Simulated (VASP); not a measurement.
Wanted: the native input for a VASP 6.6.1 run.

```
Task                   : single point
Functional             : PBEsol
Potentials or basis    : VASP PAW PBE potentials, release 64 (Gd)
Cutoff                 : 600 eV
k mesh                 : 16 × 16 × 16
Occupations            : fermi-dirac, width 0.05 eV
Spin                   : collinear spin, ferromagnetic start
Starting moments       : [7.0] μB
Dipole correction      : no
Further INCAR settings : ALGO = Normal; EDIFF = 1e-06; NBANDS = 19
```

The structure of Gd lies in POSCAR:

```
Gd
1.0
    1.9762848662      1.9762848662      1.9762848662
   -1.9762848662      1.9762848662      1.9762848662
   -1.9762848662     -1.9762848662      1.9762848662
Gd
1
Direct
    0.0000000000      0.0000000000      0.0000000000
```

This isn't the form of Gd at room conditions, which is hcp.

These files were run (other wordings do the same):

INCAR

```
PREC     = Accurate       # precision mode
ENCUT    = 600            # plane-wave cutoff, eV
EDIFF    = 1E-6           # SCF threshold, eV
ISMEAR   = -1             # smearing method
SIGMA    = 0.05           # smearing width, eV
LREAL    = False          # projectors in reciprocal space
LASPH    = True           # aspherical terms in the spheres
NELM     = 200            # most SCF steps
ALGO     = Normal         # electronic algorithm
ISIF     = 2              # what is computed and relaxed
LWAVE    = False          # write WAVECAR
LCHARG   = False          # write CHGCAR
ISPIN    = 2              # spin polarisation
MAGMOM   = 7              # initial moments
LORBIT   = 11             # projections on sites
LMAXMIX  = 6              # l up to which the mixer works
GGA      = PS             # functional
NBANDS   = 19             # bands
GGA_COMPAT= False
```

KPOINTS

```
regular mesh
0
Gamma
  16 16 16
```

Potentials or basis: VASP PAW PBE potentials, release 64 (Gd).

Launch:

```bash
$ cat potpaw_PBE.64/Gd/POTCAR > POTCAR
$ mpirun -np 1 vasp_std > vasp.out
```

It gave:

| Item | Value |
| --- | --- |
| Pressure | 0.0 GPa |
| Net moment | 7.64 μB per cell |
| Site moments | Gd +7.03 μB |
| Valence electrons inside the program's atomic spheres | Gd 15.21 |

Caveat: the PAW data sets were made with another functional, which shifts forces and pressure a little.

It took 9.5 min on 1 thread of Oxide Virtual Turin-like Processor (shared host), peak memory 0.28 GiB.
